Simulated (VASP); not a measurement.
Write the native input for VASP 6.6.1 that does the following.

```
Task                   : relaxation of cell and atoms
Functional             : PBEsol
Potentials or basis    : VASP PAW PBE potentials, release 64 (B, N)
Cutoff                 : 600 eV
k mesh                 : 10 × 10 × 4
Occupations            : gaussian, width 0.01 eV
Spin                   : no spin polarisation
Target pressure        : 15 GPa
Dipole correction      : no
Further INCAR settings : ALGO = Normal; EDIFF = 1e-07; IBRION = 2; EDIFFG = -0.002; NSW = 100; ISIF = 3
```

The structure of BN lies in POSCAR:

```
BN
1.0
    2.5043523426      0.0000000000      0.0000000000
   -1.2521761713      2.1688327487      0.0000000000
    0.0000000000      0.0000000000      7.0158653084
B N
2 2
Direct
    0.3333333333      0.6666666667      0.2500000000
    0.6666666667      0.3333333333      0.7500000000
    0.3333333333      0.6666666667      0.7500000000
    0.6666666667      0.3333333333      0.2500000000
```

The input as run:

INCAR

```
PREC = Accurate
ENCUT = 600
EDIFF = 1E-7
ISMEAR = 0
SIGMA = 0.01
LREAL = F
LASPH = T
NELM = 120
ALGO = Normal
ISIF = 3
LWAVE = F
LCHARG = F
GGA = PS
IBRION = 2
NSW = 100
EDIFFG = -0.002
PSTRESS = 150.0
GGA_COMPAT = F
NELMIN = 4
```

KPOINTS

```
regular mesh
0
Gamma
  10 10 4
```

Potentials or basis: VASP PAW PBE potentials, release 64 (B, N).

The run is started by

```sh
$ cat potpaw_PBE.64/B/POTCAR potpaw_PBE.64/N/POTCAR > POTCAR
$ mpirun -np 1 vasp_std > vasp.out
```

It gave:

* Relaxed volume: 7.26 Å³/atom
* Relaxed cell: a = 2.481 Å, b = 2.481 Å, c = 5.450 Å, α = 90.00°, β = 90.00°, γ = 120.00°
* Space group after relaxing (to 0.1 Å): P6_3/mmc (No. 194)
* Energy change on relaxing (the run minimises the enthalpy): +63.1 meV/atom
* Ionic steps: 11
* Pressure after relaxing: 15.0 GPa
* Band gap on the k mesh: 3.85 eV (least direct gap 4.27 eV)

Caveat: the cell is relaxed towards a set pressure, so the run minimises the enthalpy, not the energy; the volume moved by over 15 % at a fixed basis, so the end points are rough; the PAW data sets were made with another functional, which shifts forces and pressure a little.

Wall time 4.1 min on 1 thread of Intel Xeon 8259CL, on a shared host, peak memory 0.17 GiB.
